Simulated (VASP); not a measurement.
# Re (I4/mmm) in VASP: notebook

Runs on Re. Level: PBEsol. Tasks: single point.

All numbers are computed with VASP 6.6.1; they aren't measurements. Logs are shortened: lines on timing, memory, paths and dates and some standing lists are left out, and cuts for length are marked.

## (1) The cell of the first run

The structure is tetragonal, space group I4/mmm (No. 139). The conventional cell has a = 2.440 Å, b = 2.440 Å, c = 5.176 Å, α = 90.00°, β = 90.00°, γ = 90.00°. Within 3.2 Å of Re (site symmetry 4/mmm) lie 12 Re at 2.44 to 3.11 Å.

## (2) Single point, PBEsol

INCAR reads:

```
  ALGO = Normal
  EDIFF = 1E-6
  ENCUT = 560
  GGA = PS
  GGA_COMPAT = False
  ISIF = 2
  ISMEAR = 0
  LASPH = True
  LCHARG = True
  LELF = True
  LREAL = False
  LVHAR = True
  LWAVE = False
  NBANDS = 14
  NELM = 120
  PREC = Accurate
  SIGMA = 0.15
```

KPOINTS reads:

```
k-points
0
Gamma
  22 22 22
```

POSCAR reads:

```
Re
1.0
    0.0000000000      1.7253214179      2.5879821268
    1.7253214179      0.0000000000      2.5879821268
    1.7253214179      1.7253214179      0.0000000000
Re
1
Direct
    0.0000000000      0.0000000000      0.0000000000
```

Potentials or basis: VASP PAW PBE potentials, release 64 (Re_sv_GW).

Launch:

```
cat potpaw_PBE.64/Re_sv_GW/POTCAR > POTCAR
mpirun -np 1 vasp_std > vasp.out
```

OUTCAR:

```text
EDIFF = 1E-6
   ENCUT = 560
   GGA = PS
   ISIF = 2
   ISMEAR = 0
   LASPH = True
   LREAL = False
   NELM = 120
   PREC = Accurate

 ion  position               nearest neighbor table
   1  0.000  0.000  0.000-

  LATTYP: Found a body centered tetragonal cell.
 ALAT       =     2.4399729486
 C/A-ratio  =     2.1213203435

  Lattice vectors:

 A1 = (  -1.7253214179,   0.0000000000,   2.5879821268)
 A2 = (   1.7253214179,   0.0000000000,   2.5879821268)
 A3 = (   0.0000000000,   1.7253214179,  -2.5879821268)

Analysis of symmetry for initial positions (statically):
=====================================================================
 Subroutine PRICEL returns:
 Original cell was already a primitive cell.

 Routine SETGRP: Setting up the symmetry group for a
 body centered tetragonal supercell.

 Subroutine GETGRP returns: Found 16 space group operations
 (whereof 16 operations were pure point group operations)
 out of a pool of 16 trial point group operations.

The static configuration has the point symmetry D_4h.

Analysis of symmetry for dynamics (positions and initial velocities):
=====================================================================
 Subroutine PRICEL returns:
 Original cell was already a primitive cell.

 Routine SETGRP: Setting up the symmetry group for a
 body centered tetragonal supercell.

 Subroutine GETGRP returns: Found 16 space group operations
 (whereof 16 operations were pure point group operations)
 out of a pool of 16 trial point group operations.

The dynamic configuration has the point symmetry D_4h.

 Subroutine INISYM returns: Found 16 space group operations
 (whereof 16 operations are pure point group operations),
 and found     1 'primitive' translations

----------------------------------------------------------------------------------------

                                     Primitive cell

  volume of cell :      15.4075

  direct lattice vectors                    reciprocal lattice vectors
     0.000000000  1.725321418  2.587982127    -0.289801074  0.289801074  0.193200716
     1.725321418  0.000000000  2.587982127     0.289801074 -0.289801074  0.193200716
     1.725321418  1.725321418  0.000000000     0.289801074  0.289801074 -0.193200716

  length of vectors
     3.110367419  3.110367419  2.439972949     0.453095842  0.453095842  0.453095842

  position of ions in fractional coordinates (direct lattice)
     0.000000000  0.000000000  0.000000000

  ion indices of the primitive-cell ions
   primitive index   ion index
                 1           1

----------------------------------------------------------------------------------------

 KPOINTS: k-points

Automatic generation of k-mesh.
 Grid dimensions read from file:
 generate k-points for:   22   22   22

 Generating k-lattice:

  Cartesian coordinates                     Fractional coordinates (reciprocal lattice)
    -0.013172776  0.013172776  0.008781851     0.045454545  0.000000000  0.000000000
     0.013172776 -0.013172776  0.008781851     0.000000000  0.045454545  0.000000000
     0.013172776  0.013172776 -0.008781851    -0.000000000 -0.000000000  0.045454545

  Length of vectors
     0.020595266  0.020595266  0.020595266

  Shift w.r.t. Gamma in fractional coordinates (k-lattice)
     0.000000000  0.000000000  0.000000000

 Subroutine IBZKPT returns following result:
 ===========================================

 Found    834 irreducible k-points:

 Following reciprocal coordinates:
            Coordinates               Weight
  0.000000  0.000000  0.000000      1.000000
  0.045455  0.000000  0.000000      8.000000
  0.090909  0.000000  0.000000      8.000000
  0.136364  0.000000  0.000000      8.000000
  0.181818  0.000000  0.000000      8.000000
  0.227273  0.000000  0.000000      8.000000
[... 16 lines left out ...]
  0.500000  0.045455  0.000000      8.000000
 -0.454545  0.045455  0.000000      8.000000
 [... further k-points ...]
   k-points           NKPTS =    834   k-points in BZ     NKDIM =    834   number of bands    NBANDS=     14
   number of dos      NEDOS =    301   number of ions     NIONS =      1
   total plane-waves  NPLWV =  11520
   dimension x,y,z NGX =    24 NGY =   24 NGZ =   20
   dimension x,y,z NGXF=    48 NGYF=   48 NGZF=   40
   ions per type =               1
   NGX,Y,Z   is equivalent  to a cutoff of  12.83, 12.83, 13.63 a.u.
   NGXF,Y,Z  is equivalent  to a cutoff of  25.66, 25.66, 27.25 a.u.
 SYSTEM =  unknown system
   PREC   = accura    normal or accurate (medium, high low for compatibility)
   ISTART =      0    job   : 0-new  1-cont  2-samecut
   ICHARG =      2    charge: 1-file 2-atom 10-const
   ISPIN  =      1    spin polarized calculation?
   LNONCOLLINEAR =      F non collinear calculations
   LSORBIT =      F    spin-orbit coupling
   LASPH  =      T    aspherical Exc in radial PAW
   ENCUT  =  560.0 eV  41.16 Ry    6.42 a.u.   6.00  6.00  4.71*2*pi/ulx,y,z
   NELM   =    120;   NELMIN=  2; NELMDL= -5     # of ELM steps
   EDIFF  = 0.1E-05   stopping-criterion for ELM
   LREAL  =      F    real-space projection
   EDIFFG = 0.1E-04   stopping-criterion for IOM
   NSW    =      0    number of steps for IOM
   IBRION =     -1    ionic relax: 0-MD 1-quasi-New 2-CG
   NFREE  =      0    steps in history (QN), initial steepest desc. (CG)
   ISIF   =      2    stress and relaxation
   ISYM   =      2    0-nonsym 1-usesym 2-fastsym
   POTIM  = 0.5000    time-step for ionic-motion
   TEBEG  =    0.0;   TEEND  =   0.0 temperature during run
   PSTRESS=    0.0 pullay stress
   NELECT =      15.0000    total number of electrons
   NUPDOWN=      -1.0000    fix difference up-down
   EMIN   =  10.00;   EMAX   =-10.00  energy-range for DOS
   EFERMI =   0.00;   METHOD = LEGACY
   ISMEAR =     0;   SIGMA  =   0.15  broadening in eV -4-tet -1-fermi 0-gaus
   EFERMI_NEDOS =   21; number of points for ismear=-14 and -15
   IALGO  =     38    algorithm
   IMIX   =      4    mixing-type and parameters
     AMIX     =   0.40;   BMIX     =  1.00
     AMIX_MAG =   1.60;   BMIX_MAG =  1.00
  volume/ion in A,a.u.               =      15.41       103.97
  Fermi-wavevector in a.u.,A,eV,Ry     =   1.622538  3.066152 35.819090  2.632629
  Thomas-Fermi vector in A             =   2.716135
   LORBIT       =      0    0 simple, 1 ext, 2 COOP (PROOUT), +10 PAW based schemes
   GGA     = PS    functional components
   LHFCALC =     F    Hartree Fock is set to
   AEXX    =    0.0000 exact exchange contribution
   IVDW    =     0    specifies the selected vdW correction
   LEPSILON=     F    determine dielectric tensor
   LRPA    =     F    only Hartree local field effects (RPA)
 non-spin polarized calculation
 Gauss-broadening in eV      SIGMA  =   0.15
  energy-cutoff  :      560.00
  volume of cell :       15.41
 maximum number of plane-waves:       490
   NGX = 11   NGY = 11   NGZ =  9

 number of electron      14.9999999 magnetization

 Free energy of the ion-electron system (eV)
  ---------------------------------------------------
  ext. energy  EPLUGINS =         0.00000000
  ---------------------------------------------------
  free energy    TOTEN  =       -13.74284001 eV

  energy without entropy =      -13.72921299  energy(sigma->0) =      -13.73602650

 E-fermi :  13.0104     XC(G=0): -13.9906

 val. band max:       13.0090669678   @ k =  -0.2727   0.1818   0.0000
 cond. band min:      13.0107514673   @ k =   0.3182   0.0909   0.0000
 fundamental gap:      0.0016844995
 Fermi energy:        13.0103940838

 k-point     1 :       0.0000    0.0000    0.0000
  band No.  band energies     occupation
      1     -67.7944      2.00000
      2     -29.4000      2.00000
      3     -28.5986      2.00000
      4     -28.5986      2.00000
      5       2.6045      2.00000
      6       7.2285      2.00000
      7       8.8234      2.00000
      8      13.5703      0.00000
      9      13.5703      0.00000
     10      17.2785      0.00000
     11      24.6661      0.00000
     12      27.7580      0.00000
     13      34.9659      0.00000
     14      34.9659      0.00000

 k-point     2 :       0.0455    0.0000    0.0000
  band No.  band energies     occupation
      1     -67.7907      2.00000
      2     -29.4007      2.00000
      3     -28.6419      2.00000
      4     -28.5957      2.00000
      5       2.7060      2.00000
      6       7.3024      2.00000
      7       8.8720      2.00000
      8      13.3883      0.00037
      9      13.6043      0.00000
     10      17.1567      0.00000
     11      24.8523      0.00000
     12      27.9414      0.00000
     13      34.2605      0.00000
     14      35.2015      0.00000

 k-point     3 :       0.0909    0.0000    0.0000
  band No.  band energies     occupation
      1     -67.7799      2.00000
      2     -29.4021      2.00000
      3     -28.7666      2.00000
      4     -28.5871      2.00000
      5       3.0008      2.00000
      6       7.5092      2.00000
      7       9.0266      2.00000
      8      12.9131      1.64122
      9      13.7039      0.00000
     10      16.8165      0.00000
     11      25.3112      0.00000
     12      28.5001      0.00000
     13      32.9038      0.00000
     14      35.8737      0.00000
[... 324 lines left out ...]
 k-point    23 :       0.5000    0.0455    0.0000
  band No.  band energies     occupation
      1     -67.6130      2.00000
      2     -30.5065      2.00000
      3     -29.4124      2.00000
      4     -28.4564      2.00000
      5       6.0761      2.00000
      6       8.0535      2.00000
      7      12.9008      1.69873
      8      12.9431      1.47434
      9      15.0188      0.00000
     10      15.7629      0.00000
     11      22.7995      0.00000
     12      24.1445      0.00000
     13      32.7394      0.00000
     14      35.6759      0.00000

 k-point    24 :      -0.4545    0.0455    0.0000
  band No.  band energies     occupation
      1     -67.6098      2.00000
      2     -30.5399      2.00000
      3     -29.4039      2.00000
      4     -28.4519      2.00000
      5       6.0908      2.00000
      6       8.0800      2.00000
      7      12.6142      1.99981
      8      12.8421      1.88747
      9      15.4233      0.00000
     10      15.7377      0.00000
     11      23.1492      0.00000
     12      24.0229      0.00000
     13      32.5174      0.00000
     14      35.5507      0.00000

 [... further k-points ...]

------------------------ aborting loop because EDIFF is reached ----------------------------------------

  FORCE on cell =-STRESS in cart. coord.  units (eV):
  Direction    XX          YY          ZZ          XY          YZ          ZX
  --------------------------------------------------------------------------------------
  -------------------------------------------------------------------------------------
  Total        3.6491638      3.6491638     -4.1845278      0.0000000     -0.0000000      0.0000000
  in kB      379.4658022    379.4658022   -435.1367323      0.0000000     -0.0000000      0.0000000
  external PRESSURE =     107.9316240 kB  Pullay stress =       0.0000000 kB

 VOLUME and BASIS-vectors are now :
 -----------------------------------------------------------------------------
  energy-cutoff  :      560.00
  volume of cell :       15.41
      direct lattice vectors                 reciprocal lattice vectors
     0.000000000  1.725321418  2.587982127    -0.289801074  0.289801074  0.193200716
     1.725321418  0.000000000  2.587982127     0.289801074 -0.289801074  0.193200716
     1.725321418  1.725321418  0.000000000     0.289801074  0.289801074 -0.193200716

 POSITION                                       TOTAL-FORCE (eV/Angst)
 -----------------------------------------------------------------------------------
      0.00000      0.00000      0.00000        -0.000000      0.000000      0.000000
 -----------------------------------------------------------------------------------
    total drift:                                0.000000      0.000000     -0.000000

  FREE ENERGIE OF THE ION-ELECTRON SYSTEM (eV)
  ---------------------------------------------------
  free  energy   TOTEN  =       -13.7428400115 eV

  energy  without entropy=      -13.7292129875  energy(sigma->0) =      -13.73602650
```

It took 83 s on 1 thread of Intel Xeon Platinum 8375C at 2.90GHz (Ice Lake), shared host; peak memory 0.32 GiB.

What came out:

```
Free energy            : -13.7428 eV
Pressure               : 10.8 GPa
Band gap on the k mesh : zero (an odd number of electrons rules out a gap without spin polarisation)
```

Caveat: the stress differs along the axes, from -44 to 38 GPa; the PAW data sets were made with another functional, which shifts forces and pressure a little; spin-orbit coupling is left out, which moves the levels of the heavy elements.

## (3) Single point, PBEsol

This run uses another cell than the first one, of the same volume but with other edges.

INCAR reads:

```
SYSTEM = Re
PREC     = Accurate       ! precision mode
ENCUT    = 560            ! plane-wave cutoff, eV
EDIFF    = 1E-6           ! SCF threshold, eV
ISMEAR   = 0              ! smearing method
SIGMA    = 0.15           ! smearing width, eV
LREAL    = .FALSE.        ! projectors in reciprocal space
LASPH    = .TRUE.         ! aspherical terms in the spheres
NELM     = 120            ! most SCF steps
ALGO     = Normal         ! electronic algorithm
ISIF     = 2              ! what is computed and relaxed
LWAVE    = .FALSE.        ! write WAVECAR
LCHARG   = .TRUE.         ! write CHGCAR
GGA      = PS             ! functional
LELF     = .TRUE.         ! ELF
LVHAR    = .TRUE.       
NBANDS   = 14             ! bands
GGA_COMPAT= .FALSE.
```

KPOINTS reads:

```
Automatic mesh
0
G
  22 22 22
  0 0 0
```

POSCAR reads:

```
Re
1.0
    0.0000000000      2.1455348132      1.6735171543
    2.1455348132      0.0000000000      1.6735171543
    2.1455348132      2.1455348132      0.0000000000
Re
1
Direct
    0.0000000000      0.0000000000      0.0000000000
```

Potentials or basis: VASP PAW PBE potentials, release 64 (Re_sv_GW).

Launch:

```
cat potpaw_PBE.64/Re_sv_GW/POTCAR > POTCAR
mpirun -np 1 vasp_std > vasp.out
```

It took 80 s on 1 thread of Intel Xeon 6975P-C (Granite Rapids), shared host; peak memory 0.32 GiB.

Results (log left out):

| Property | Result |
| --- | --- |
| Free energy | -14.6951 eV |
| Pressure | -17.6 GPa |
| Band gap on the k mesh | zero (an odd number of electrons rules out a gap without spin polarisation) |

Stress tensor (GPa, compression positive):
```
-20.38   0.00   0.00
  0.00 -20.38   0.00
  0.00   0.00 -12.01
```

Levels at points of the mesh, in eV from the Fermi level:
| k point | band 4 | band 5 | band 6 | band 7 | band 8 | band 9 | band 10 | band 11 |
| --- | --- | --- | --- | --- | --- | --- | --- | --- |
| (0.00, 0.00, 0.00) | -41.84 | -10.29 | -2.64 | -2.64 | -1.52 | 0.10 | 1.49 | 13.73 |
| (0.50, 0.00, 0.00) | -41.86 | -6.99 | -4.03 | -0.15 | -0.11 | 1.88 | 4.23 | 9.28 |
| (0.50, 0.50, 0.00) | -42.50 | -6.67 | -6.38 | 3.32 | 3.69 | 3.69 | 6.00 | 8.71 |
| (0.50, 0.00, 0.50) | -41.90 | -6.97 | -5.22 | 0.64 | 1.79 | 2.22 | 4.56 | 10.12 |

Caveat: the stress differs along the axes, from -20 to -12 GPa; the PAW data sets were made with another functional, which shifts forces and pressure a little; spin-orbit coupling is left out, which moves the levels of the heavy elements.

## (4) Single point, PBEsol

This run uses another cell than the first one, of the same volume but with other edges.

INCAR reads:

```
PREC = Accurate ; ENCUT = 560
EDIFF = 1E-6 ; ISMEAR = 0
SIGMA = 0.15 ; LREAL = False
LASPH = True ; NELM = 120
ALGO = Normal ; ISIF = 2
LWAVE = False ; LCHARG = False
GGA = PS ; NBANDS = 14
GGA_COMPAT = False
```

KPOINTS reads:

```
regular mesh
0
Gamma
  22 22 22
```

POSCAR reads:

```
Re
1.0
    0.0000000000      2.2799709547      1.4819811206
    2.2799709547      0.0000000000      1.4819811206
    2.2799709547      2.2799709547      0.0000000000
Re
1
Direct
    0.0000000000      0.0000000000      0.0000000000
```

Launch:

```
cat potpaw_PBE.64/Re_sv_GW/POTCAR > POTCAR
mpirun -np 1 vasp_std > vasp.out
```

It took 2.9 min on 1 thread of Intel Xeon Platinum 8259CL at 2.50GHz (Skylake/Cascade Lake), shared host; peak memory 0.33 GiB.

The run converged. Its results:

* Free energy: -14.6862 eV
* Pressure: -17.5 GPa
* Band gap on the k mesh: zero (an odd number of electrons rules out a gap without spin polarisation)

Stress tensor (GPa, compression positive):
```
-17.15   0.00   0.00
  0.00 -17.15   0.00
  0.00   0.00 -18.27
```

Levels at points of the mesh, in eV from the Fermi level:
```
           k point  band 4  band 5  band 6  band 7  band 8  band 9  band 10  band 11
(0.00, 0.00, 0.00)  -41.84  -10.36   -3.11   -1.99   -1.99    0.10     1.43    14.26
(0.50, 0.00, 0.00)  -41.95   -7.05   -4.89    0.30    0.69    2.34     4.33     9.74
(0.50, 0.50, 0.00)  -42.47   -6.74   -6.48    3.41    3.41    3.69     6.92     6.92
(0.50, 0.00, 0.50)  -41.94   -7.07   -3.77   -0.41   -0.19    1.08     4.22     9.02
```

Caveat: the cell stands under tension; the PAW data sets were made with another functional, which shifts forces and pressure a little; spin-orbit coupling is left out, which moves the levels of the heavy elements.

## (5) Overview

| cell | gap on the mesh (eV) | pressure (GPa) |
| --- | --- | --- |
| a = 3.110, b = 3.110, c = 2.440 Å, angles 66.9, 66.9, 46.2°, 1 atom | none | 10.8 |
| a = 2.721, b = 2.721, c = 3.034 Å, angles 56.1, 56.1, 67.8°, 1 atom | none | -17.6 |
| a = 2.719, b = 2.719, c = 3.224 Å, angles 53.6, 53.6, 72.7°, 1 atom | none | -17.5 |

Alike in all rows: task single point; level PBEsol; potentials or basis VASP PAW PBE potentials, release 64 (Re_sv_GW); no spin polarisation; k mesh 22 × 22 × 22; cutoff (eV) 560; smearing gaussian 0.15 eV.

Caveats: the PAW data sets were made with another functional, which shifts forces and pressure a little; spin-orbit coupling is left out, which moves the levels of the heavy elements; the stress differs along the axes, from -44 to 38 GPa (at least some runs); the stress differs along the axes, from -20 to -12 GPa (at least some runs); the cell stands under tension (at least some runs).

Total energies depend on the potentials used, so only differences within one code and one set of settings carry meaning.
